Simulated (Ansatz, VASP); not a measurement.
One calculation of Ti, two programs

```
Ti
1.0
     2.95000    0.00000    0.00000
    -1.47500    2.55477    0.00000
     0.00000    0.00000    4.63914
Ti
2
Direct
  0.33333 0.66667 0.25000
  0.66667 0.33333 0.75000
```

Change from the starting cell: zz strain of -1 %, crystal datasets.

Alike in both runs: task electric field gradients; functional PBEsol; k mesh 14 × 14 × 8; occupations fermi-dirac, width 0.05 eV; no spin polarisation.

|  | VASP | Ansatz |
| --- | --- | --- |
| version | VASP 6.6.1 | Ansatz 0.2.0 |
| potentials or method | VASP PAW PBE potentials, release 64 (Ti_sv), cutoff 520 eV | all-electron PAW with datasets made for the crystal, scalar-relativistic |

|  | VASP | Ansatz | Ansatz less VASP |
| --- | --- | --- | --- |
| pressure (GPa) | -5.1 | -4.9 | +0.22 |
| traceless stress, the component that is largest in VASP (GPa) | 0.35 | 0.35 | +0.008 |
| size of Vzz on the site where it differs most (V/Å²) | 19.0 | 20.7 | +1.65 |

VASP's potentials were made for PBE, not for PBEsol. Ansatz ran all-electron here, and VASP with PAW potentials. Ansatz's warnings: printed levels off.
